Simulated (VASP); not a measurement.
# ZnO (zincite): single point with PBE

Crystal: ZnO (zincite).

```
CELL_PARAMETERS angstrom
3.22750 0.00000 0.00000
-1.61375 2.79510 0.00000
0.00000 0.00000 5.17077
ATOMIC_POSITIONS crystal
Zn 0.66667 0.33333 0.00000
Zn 0.33333 0.66667 0.50000
O 0.33333 0.66667 0.87901
O 0.66667 0.33333 0.37901
```

This cell differs from its parent crystal: volume scaled by 0.98.

```json
{
 "Program": "VASP 6.6.1",
 "Task": "single point",
 "Functional": "PBE",
 "Potentials or basis": "VASP PAW PBE potentials, release 64 (Zn, O)",
 "Cutoff": "520 eV",
 "k mesh": "9 × 9 × 5",
 "Occupations": "fermi-dirac, width 0.05 eV",
 "Spin": "no spin polarisation",
 "Dipole correction": "no",
 "Further INCAR settings": "ALGO = Normal; EDIFF = 1e-07; NBANDS = 26"
}
```

| Item | Value |
| --- | --- |
| Pressure | 9.2 GPa |
| Largest force | 0.081 eV/Å |
| Band gap on the k mesh | 0.82 eV, direct |

Forces in eV/Å, atoms in the order of the input:
```
Zn   0.000  0.000 -0.081
Zn   0.000  0.000 -0.081
O    0.000  0.000  0.081
O    0.000  0.000  0.081
```

Stress tensor (GPa, compression positive):
```
 8.61  0.00  0.00
 0.00  8.61  0.00
 0.00  0.00 10.47
```

Levels at points of the mesh, in eV from the valence-band top:
| k point | band 15 | band 16 | band 17 | band 18 | band 19 | band 20 | band 21 | band 22 |
| --- | --- | --- | --- | --- | --- | --- | --- | --- |
| (0.00, 0.00, 0.00) | -0.84 | -0.08 | 0.00 | 0.00 | 0.82 | 5.28 | 8.33 | 12.95 |

Wall time 41 s on 1 thread of Intel Xeon 6975P-C, on a shared host, peak memory 0.18 GiB.
